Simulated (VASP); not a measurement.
A run of VASP 6.6.1:

Contents of POSCAR:

```
BaTiO3
1.0
    4.0723684821      0.0000000000      0.0000000000
    0.0000000000      4.0723684821      0.0000000000
    0.0000000000      0.0000000000      4.0723684821
Ba Ti O
1 1 3
Direct
    0.5000000000      0.5000000000      0.5000000000
    0.0000000000      0.0000000000      0.0000000000
    0.5000000000      0.0000000000      0.0000000000
    0.0000000000      0.5000000000      0.0000000000
    0.0000000000      0.0000000000      0.5000000000
```

Contents of INCAR.step1:

```
SYSTEM = BaTiO3
ALGO     = Normal         ! electronic algorithm
EDIFF    = 1E-4           ! SCF threshold, eV
ENCUT    = 520            ! plane-wave cutoff, eV
GGA      = PE             ! functional
ISMEAR   = 0              ! smearing method
LASPH    = .TRUE.         ! aspherical terms in the spheres
LCHARG   = .FALSE.        ! write CHGCAR
LREAL    = .FALSE.        ! projectors in reciprocal space
LWAVE    = .TRUE.         ! write WAVECAR
NBANDS   = 28             ! bands
NELM     = 60             ! most SCF steps
PREC     = Accurate       ! precision mode
SIGMA    = 0.02           ! smearing width, eV
```

The input INCAR.step2:

```
SYSTEM = BaTiO3
ALGO     = Normal         ! electronic algorithm
EDIFF    = 1E-6           ! SCF threshold, eV
ENCUT    = 520            ! plane-wave cutoff, eV
ISIF     = 2              ! what is computed and relaxed
ISMEAR   = 0              ! smearing method
ISTART   = 1            
LASPH    = .TRUE.         ! aspherical terms in the spheres
LCHARG   = .FALSE.        ! write CHGCAR
LMIXTAU  = .TRUE.       
LREAL    = .FALSE.        ! projectors in reciprocal space
LWAVE    = .FALSE.        ! write WAVECAR
METAGGA  = R2SCAN         ! meta-GGA
NBANDS   = 28             ! bands
NELM     = 60             ! most SCF steps
PREC     = Accurate       ! precision mode
SIGMA    = 0.02           ! smearing width, eV
```

KPOINTS

```
k-points
0
G
  8 8 8
  0 0 0
```

Potentials or basis: VASP PAW PBE potentials, release 64 (Ba_sv, Ti_sv, O).

Command:

```bash
$ cat potpaw_PBE.64/Ba_sv/POTCAR potpaw_PBE.64/Ti_sv/POTCAR potpaw_PBE.64/O/POTCAR > POTCAR
$ cp INCAR.step1 INCAR
$ mpirun -np 1 vasp_std > vasp.out
$ cp INCAR.step2 INCAR
$ mpirun -np 1 vasp_std > vasp.out
```

Hardware: 1 thread of Intel(R) Xeon(R) Platinum 8488C (Sapphire Rapids) (shared host).

Q: Estimate the wall time of this run.

A: Wall time 3.9 min on 1 thread of Intel(R) Xeon(R) Platinum 8488C (Sapphire Rapids), with other jobs on the host, peak memory 0.22 GiB. Counts: k points 35.
